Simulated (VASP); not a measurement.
# C (C2/m) in VASP: a series of runs

Runs on C. Level: PBE+D3(BJ). Tasks: single point.

All numbers are computed with VASP 6.6.1; they aren't measurements. Logs are shortened: lines on timing, memory, paths and dates and some standing lists are left out, and cuts for length are marked.

### 1 The cell of the first run

Symmetry: C2/m, No. 12, monoclinic system. Conventional cell: a = 4.269 Å, b = 2.465 Å, c = 3.650 Å, α = 90.00°, β = 112.95°, γ = 90.00°. Within 1.9 Å of C (site symmetry m) lie 3 C at 1.40 to 1.49 Å.

### 2 Single point, PBE+D3(BJ) (atoms displaced along several vibrational modes)

Contents of INCAR:

```
SYSTEM = C
ALGO = Normal
EDIFF = 1E-6
ENCUT = 520
GGA = PE
ISIF = 2
ISMEAR = 0
IVDW = 12
LASPH = .True.
LCHARG = .False.
LREAL = .False.
LWAVE = .False.
NBANDS = 11
NELM = 60
PREC = Accurate
SIGMA = 0.05
```

Contents of KPOINTS:

```
k-points
0
Gamma
  15 15 15
  0 0 0
```

Contents of POSCAR:

```
C
1.0
    1.2324984681      0.7115833223      3.3613878357
   -1.2324984681      0.7115833223      3.3613878357
    0.0000000000     -1.4231666447      3.3613878357
C
2
Direct
    0.1783325251      0.1783325251      0.1572527731
    0.8216674749      0.8216674749      0.8427472269
```

Potentials or basis: VASP PAW PBE potentials, release 64 (C).

Command:

```
$ cat potpaw_PBE.64/C/POTCAR > POTCAR
$ mpirun -np 1 vasp_std > vasp.out
```

OUTCAR:

```text
SYSTEM = C
   EDIFF = 1E-6
   ENCUT = 520
   GGA = PE
   ISIF = 2
   ISMEAR = 0
   IVDW = 12
   LASPH = .True.
   LREAL = .False.
   NELM = 60
   PREC = Accurate
 IVDW          = 12

 ion  position               nearest neighbor table
   1  0.178  0.178  0.157-   2 1.40   2 1.40   2 1.49
   2  0.822  0.822  0.843-   1 1.40   1 1.40   1 1.49

  LATTYP: Found a trigonal (rhomboedric) cell.
 ALAT       =     3.6502508791
 COS(alpha) =     0.7719881893

  Lattice vectors:

 A1 = (   1.2324984681,   0.7115833223,   3.3613878357)
 A2 = (  -1.2324984681,   0.7115833223,   3.3613878357)
 A3 = (   0.0000000000,  -1.4231666447,   3.3613878357)

Analysis of symmetry for initial positions (statically):
=====================================================================
 Subroutine PRICEL returns:
 Original cell was already a primitive cell.

 Routine SETGRP: Setting up the symmetry group for a
 trigonal (rhombohedral) supercell.

 Subroutine GETGRP returns: Found  4 space group operations
 (whereof  4 operations were pure point group operations)
 out of a pool of 12 trial point group operations.

The static configuration has the point symmetry C_2h.

Analysis of symmetry for dynamics (positions and initial velocities):
=====================================================================
 Subroutine PRICEL returns:
 Original cell was already a primitive cell.

 Routine SETGRP: Setting up the symmetry group for a
 trigonal (rhombohedral) supercell.

 Subroutine GETGRP returns: Found  4 space group operations
 (whereof  4 operations were pure point group operations)
 out of a pool of 12 trial point group operations.

The dynamic configuration has the point symmetry C_2h.

 Subroutine INISYM returns: Found  4 space group operations
 (whereof  4 operations are pure point group operations),
 and found     1 'primitive' translations

----------------------------------------------------------------------------------------

                                     Primitive cell

  volume of cell :      17.6881

  direct lattice vectors                    reciprocal lattice vectors
     1.232498468  0.711583322  3.361387836     0.405680017  0.234219467  0.099165389
    -1.232498468  0.711583322  3.361387836    -0.405680017  0.234219467  0.099165389
     0.000000000 -1.423166645  3.361387836     0.000000000 -0.468438935  0.099165389

  length of vectors
     3.650250879  3.650250879  3.650250879     0.478820227  0.478820227  0.478820227

  position of ions in fractional coordinates (direct lattice)
     0.178332525  0.178332525  0.157252773
     0.821667475  0.821667475  0.842747227

  ion indices of the primitive-cell ions
   primitive index   ion index
                 1           1
                 2           2

----------------------------------------------------------------------------------------

 KPOINTS: k-points

Automatic generation of k-mesh.
 Grid dimensions read from file:
 generate k-points for:   15   15   15

 Generating k-lattice:

  Cartesian coordinates                     Fractional coordinates (reciprocal lattice)
     0.027045334  0.015614631  0.006611026     0.066666667  0.000000000  0.000000000
    -0.027045334  0.015614631  0.006611026     0.000000000  0.066666667  0.000000000
     0.000000000 -0.031229262  0.006611026     0.000000000  0.000000000  0.066666667

  Length of vectors
     0.031921348  0.031921348  0.031921348

  Shift w.r.t. Gamma in fractional coordinates (k-lattice)
     0.000000000  0.000000000  0.000000000

 Subroutine IBZKPT returns following result:
 ===========================================

 Found    904 irreducible k-points:

 Following reciprocal coordinates:
            Coordinates               Weight
  0.000000  0.000000  0.000000      1.000000
  0.066667 -0.000000  0.000000      4.000000
  0.000000  0.000000  0.066667      2.000000
  0.133333  0.000000  0.000000      4.000000
  0.000000  0.000000  0.133333      2.000000
  0.200000  0.000000 -0.000000      4.000000
[... 16 lines left out ...]
  0.066667  0.000000  0.200000      4.000000
  0.266667  0.066667  0.000000      4.000000
 [... further k-points ...]
   k-points           NKPTS =    904   k-points in BZ     NKDIM =    904   number of bands    NBANDS=     11
   number of dos      NEDOS =    301   number of ions     NIONS =      2
   total plane-waves  NPLWV =  21952
   dimension x,y,z NGX =    28 NGY =   28 NGZ =   28
   dimension x,y,z NGXF=    56 NGYF=   56 NGZF=   56
   ions per type =               2
   NGX,Y,Z   is equivalent  to a cutoff of  12.75, 12.75, 12.75 a.u.
   NGXF,Y,Z  is equivalent  to a cutoff of  25.50, 25.50, 25.50 a.u.
 SYSTEM =  C
   PREC   = accura    normal or accurate (medium, high low for compatibility)
   ISTART =      0    job   : 0-new  1-cont  2-samecut
   ICHARG =      2    charge: 1-file 2-atom 10-const
   ISPIN  =      1    spin polarized calculation?
   LNONCOLLINEAR =      F non collinear calculations
   LSORBIT =      F    spin-orbit coupling
   LASPH  =      T    aspherical Exc in radial PAW
   ENCUT  =  520.0 eV  38.22 Ry    6.18 a.u.   6.79  6.79  6.79*2*pi/ulx,y,z
   NELM   =     60;   NELMIN=  2; NELMDL= -5     # of ELM steps
   EDIFF  = 0.1E-05   stopping-criterion for ELM
   LREAL  =      F    real-space projection
   EDIFFG = 0.1E-04   stopping-criterion for IOM
   NSW    =      0    number of steps for IOM
   IBRION =     -1    ionic relax: 0-MD 1-quasi-New 2-CG
   NFREE  =      0    steps in history (QN), initial steepest desc. (CG)
   ISIF   =      2    stress and relaxation
   ISYM   =      2    0-nonsym 1-usesym 2-fastsym
   POTIM  = 0.5000    time-step for ionic-motion
   TEBEG  =    0.0;   TEEND  =   0.0 temperature during run
   PSTRESS=    0.0 pullay stress
   NELECT =       8.0000    total number of electrons
   NUPDOWN=      -1.0000    fix difference up-down
   EMIN   =  10.00;   EMAX   =-10.00  energy-range for DOS
   EFERMI =   0.00;   METHOD = LEGACY
   ISMEAR =     0;   SIGMA  =   0.05  broadening in eV -4-tet -1-fermi 0-gaus
   EFERMI_NEDOS =   21; number of points for ismear=-14 and -15
   IALGO  =     38    algorithm
   IMIX   =      4    mixing-type and parameters
     AMIX     =   0.40;   BMIX     =  1.00
     AMIX_MAG =   1.60;   BMIX_MAG =  1.00
  volume/ion in A,a.u.               =       8.84        59.68
  Fermi-wavevector in a.u.,A,eV,Ry     =   1.256640  2.374705 21.485554  1.579144
  Thomas-Fermi vector in A             =   2.390338
   LORBIT       =      0    0 simple, 1 ext, 2 COOP (PROOUT), +10 PAW based schemes
   GGA     = PE    functional components
   LHFCALC =     F    Hartree Fock is set to
   AEXX    =    0.0000 exact exchange contribution
   IVDW    =    12    specifies the selected vdW correction
   LEPSILON=     F    determine dielectric tensor
   LRPA    =     F    only Hartree local field effects (RPA)
 non-spin polarized calculation
 Gauss-broadening in eV      SIGMA  =   0.05
  energy-cutoff  :      520.00
  volume of cell :       17.69
 maximum number of plane-waves:       490
   NGX = 13   NGY = 13   NGZ = 13

 number of electron       8.0000000 magnetization

 Free energy of the ion-electron system (eV)
  ---------------------------------------------------
  ext. energy  EPLUGINS =         0.00000000
  ---------------------------------------------------
  free energy    TOTEN  =       -18.25849421 eV

  energy without entropy =      -18.25849224  energy(sigma->0) =      -18.25849322

 E-fermi :   4.6145     XC(G=0): -10.3219

 val. band max:        4.5206169453   @ k =   0.2000  -0.1333  -0.4667
 cond. band min:       4.7083304947   @ k =   0.2000  -0.1333  -0.4667
 fundamental gap:      0.1877135494
 Fermi energy:         4.6144737761

 k-point     1 :       0.0000    0.0000    0.0000
  band No.  band energies     occupation
      1     -14.9741      2.00000
      2      -1.8776      2.00000
      3       0.8523      2.00000
      4       2.6602      2.00000
      5       8.7275      0.00000
      6      11.8578      0.00000
      7      14.2263      0.00000
      8      16.2132      0.00000
      9      17.2947      0.00000
     10      27.3958      0.00000
     11      30.1034      0.00000

 k-point     2 :       0.0667   -0.0000    0.0000
  band No.  band energies     occupation
      1     -14.8672      2.00000
      2      -1.7692      2.00000
      3       0.5160      2.00000
      4       2.3506      2.00000
      5       8.8709      0.00000
      6      12.1648      0.00000
      7      14.4022      0.00000
      8      15.8309      0.00000
      9      17.5076      0.00000
     10      27.7130      0.00000
     11      29.3563      0.00000

 k-point     3 :       0.0000    0.0000    0.0667
  band No.  band energies     occupation
      1     -14.8660      2.00000
      2      -1.7734      2.00000
      3       0.6761      2.00000
      4       2.1520      2.00000
      5       8.8692      0.00000
      6      12.0553      0.00000
      7      14.6279      0.00000
      8      15.8753      0.00000
      9      17.4443      0.00000
     10      27.6882      0.00000
     11      29.0606      0.00000

 k-point     4 :       0.1333    0.0000    0.0000
  band No.  band energies     occupation
      1     -14.5470      2.00000
      2      -1.4488      2.00000
      3      -0.4161      2.00000
      4       1.6009      2.00000
      5       9.2938      0.00000
      6      12.7055      0.00000
      7      14.7899      0.00000
      8      15.0821      0.00000
      9      18.1691      0.00000
     10      27.2099      0.00000
     11      28.7576      0.00000
[... 239 lines left out ...]
 k-point    22 :      -0.2000    0.0000   -0.0667
  band No.  band energies     occupation
      1     -14.2191      2.00000
      2      -1.3829      2.00000
      3      -1.1337      2.00000
      4       1.0600      2.00000
      5       9.9026      0.00000
      6      13.3923      0.00000
      7      13.8620      0.00000
      8      15.2042      0.00000
      9      18.9886      0.00000
     10      25.6589      0.00000
     11      28.5339      0.00000

 k-point    23 :       0.0667    0.0000    0.2000
  band No.  band energies     occupation
      1     -14.2101      2.00000
      2      -1.2504      2.00000
      3      -0.4507      2.00000
      4       0.0594      2.00000
      5       9.9135      0.00000
      6      12.7768      0.00000
      7      14.0981      0.00000
      8      16.2200      0.00000
      9      18.8214      0.00000
     10      25.1247      0.00000
     11      28.3418      0.00000

 k-point    24 :       0.2667    0.0667    0.0000
  band No.  band energies     occupation
      1     -13.5762      2.00000
      2      -2.5312      2.00000
      3      -0.6107      2.00000
      4      -0.1155      2.00000
      5      10.5702      0.00000
      6      12.7042      0.00000
      7      13.1366      0.00000
      8      17.1029      0.00000
      9      20.2279      0.00000
     10      23.4411      0.00000
     11      27.6621      0.00000

 [... further k-points ...]

------------------------ aborting loop because EDIFF is reached ----------------------------------------

 Edisp (eV)   -0.31220

 E8    (eV) :    -0.0885

  FORCE on cell =-STRESS in cart. coord.  units (eV):
  Direction    XX          YY          ZZ          XY          YZ          ZX
  --------------------------------------------------------------------------------------
  -------------------------------------------------------------------------------------
  Total       0.89651    -0.29222    -0.12565     0.00000    -0.26949     0.00000
  in kB      81.20493   -26.46864   -11.38127     0.00000   -24.40984     0.00000
  external pressure =       14.45 kB  Pullay stress =        0.00 kB

 VOLUME and BASIS-vectors are now :
 -----------------------------------------------------------------------------
  energy-cutoff  :      520.00
  volume of cell :       17.69
      direct lattice vectors                 reciprocal lattice vectors
     1.232498468  0.711583322  3.361387836     0.405680017  0.234219467  0.099165389
    -1.232498468  0.711583322  3.361387836    -0.405680017  0.234219467  0.099165389
     0.000000000 -1.423166645  3.361387836     0.000000000 -0.468438935  0.099165389

 POSITION                                       TOTAL-FORCE (eV/Angst)
 -----------------------------------------------------------------------------------
      0.00000      0.03000      1.72748         0.000000     -2.918919     -1.532642
      0.00000     -0.03000      8.35669         0.000000      2.918919      1.532642
 -----------------------------------------------------------------------------------
    total drift:                                0.000000     -0.000000      0.000000

  FREE ENERGIE OF THE ION-ELECTRON SYSTEM (eV)
  ---------------------------------------------------
  free  energy   TOTEN  =       -18.5706919751 eV

  energy  without entropy=      -18.5706900030  energy(sigma->0) =      -18.57069099
```

Run time: 91 s. Hardware: 1 thread of Intel Xeon 6975P-C (Granite Rapids), shared host; peak memory 0.27 GiB.

What came out:

* Free energy: -18.5707 eV
* Pressure: 1.4 GPa
* Largest force: 3.297 eV/Å
* Dispersion energy per atom: -0.156 eV

Forces on the atoms (eV/Å):
```
C    0.000 -2.919 -1.533
C    0.000  2.919  1.533
```

Caveat: the cell differs from its parent crystal (atoms displaced along several vibrational modes); the stress differs along the axes, from -3 to 8 GPa; forces of over 1 eV/Å act on the atoms, so gaps and moduli don't describe the material at rest.

### 3 Single point, PBE+D3(BJ) (atoms displaced along several vibrational modes)

Contents of INCAR:

```
SYSTEM = C
  ALGO = Normal
  EDIFF = 1E-7
  ENCUT = 520
  GGA = PE
  ISIF = 2
  ISMEAR = 0
  IVDW = 12
  LASPH = .True.
  LCHARG = .False.
  LREAL = .False.
  LWAVE = .False.
  NBANDS = 11
  NELM = 100
  PREC = Accurate
  SIGMA = 0.05
```

KPOINTS is that of step 2.

Contents of POSCAR:

```
C
1.0
    1.2324984681      0.7115833223      3.3613878357
   -1.2324984681      0.7115833223      3.3613878357
    0.0000000000     -1.4231666447      3.3613878357
C
2
Direct
    0.1830428811      0.1830428811      0.1619631290
    0.8169571189      0.8169571189      0.8380368710
```

Potentials or basis: VASP PAW PBE potentials, release 64 (C).

Command:

```
$ cat potpaw_PBE.64/C/POTCAR > POTCAR
$ mpirun -np 1 vasp_std > vasp.out
```

It took 98 s on 1 thread of Intel Xeon 6975P-C (Granite Rapids), shared host; peak memory 0.27 GiB.

The run converged. Its results:

| Item | Value |
| --- | --- |
| Free energy | -18.3512 eV |
| Pressure | -0.1 GPa |
| Largest force | 4.145 eV/Å |
| Dispersion energy per atom | -0.156 eV |

Forces on the atoms (eV/Å):
```
C    0.000 -2.759 -3.092
C    0.000  2.759  3.092
```

Stress tensor (GPa, compression positive):
```
 6.86  0.00  0.00
 0.00 -2.05 -4.70
 0.00 -4.70 -5.13
```

Caveat: the cell differs from its parent crystal (atoms displaced along several vibrational modes); the stress differs along the axes, from -5 to 7 GPa; forces of over 1 eV/Å act on the atoms, so gaps and moduli don't describe the material at rest.

### 4 Single point, PBE+D3(BJ) (atoms displaced along several vibrational modes)

Contents of INCAR:

```
PREC = Accurate ; ENCUT = 520
EDIFF = 1E-7 ; ISMEAR = 0
SIGMA = 0.05 ; LREAL = F
LASPH = T ; NELM = 80
ALGO = Normal ; ISIF = 2
LWAVE = F ; LCHARG = F
GGA = PE ; IVDW = 12
NBANDS = 11
```

Contents of KPOINTS:

```
Automatic mesh
0
Gamma
  15 15 15
```

Contents of POSCAR:

```
C
1.0
    1.2324984681      0.7115833223      3.3613878357
   -1.2324984681      0.7115833223      3.3613878357
    0.0000000000     -1.4231666447      3.3613878357
C
2
Direct
    0.1853591091      0.1853591091      0.1431996050
    0.8146408909      0.8146408909      0.8568003950
```

Command:

```
$ cat potpaw_PBE.64/C/POTCAR > POTCAR
$ mpirun -np 1 vasp_std > vasp.out
```

Run time: 1.8 min. Hardware: 1 thread of Intel Xeon 6975P-C (Granite Rapids), shared host; peak memory 0.27 GiB.

The run converged. Its results:

```
Free energy                : -18.3184 eV
Pressure                   : 5.4 GPa
Largest force              : 5.590 eV/Å
Dispersion energy per atom : -0.156 eV
```

Forces on the atoms (eV/Å):
```
C    0.000 -5.403 -1.435
C    0.000  5.403  1.435
```

Stress tensor (GPa, compression positive):
```
19.73  0.00  0.00
 0.00 -2.29 -4.63
 0.00 -4.63 -1.13
```

Caveat: the cell differs from its parent crystal (atoms displaced along several vibrational modes); the stress differs along the axes, from -2 to 20 GPa; forces of over 1 eV/Å act on the atoms, so gaps and moduli don't describe the material at rest.

### 5 The runs side by side

| cell | pressure (GPa) | largest force (eV/Å) |
| --- | --- | --- |
| as given, atomic positions A | 1.4 | 3.30 |
| as given, atomic positions B | -0.1 | 4.14 |
| as given, atomic positions C | 5.4 | 5.59 |

Alike in all rows: task single point; level PBE+D3(BJ); potentials or basis VASP PAW PBE potentials, release 64 (C); no spin polarisation; k mesh 15 × 15 × 15; cutoff (eV) 520; smearing gaussian 0.05 eV.

Caveats: forces of over 1 eV/Å act on the atoms, so gaps and moduli don't describe the material at rest; the stress differs along the axes, from -3 to 8 GPa (at least some runs); the stress differs along the axes, from -5 to 7 GPa (at least some runs); the stress differs along the axes, from -2 to 20 GPa (at least some runs).

Total energies depend on the potentials used, so only differences within one code and one set of settings carry meaning.
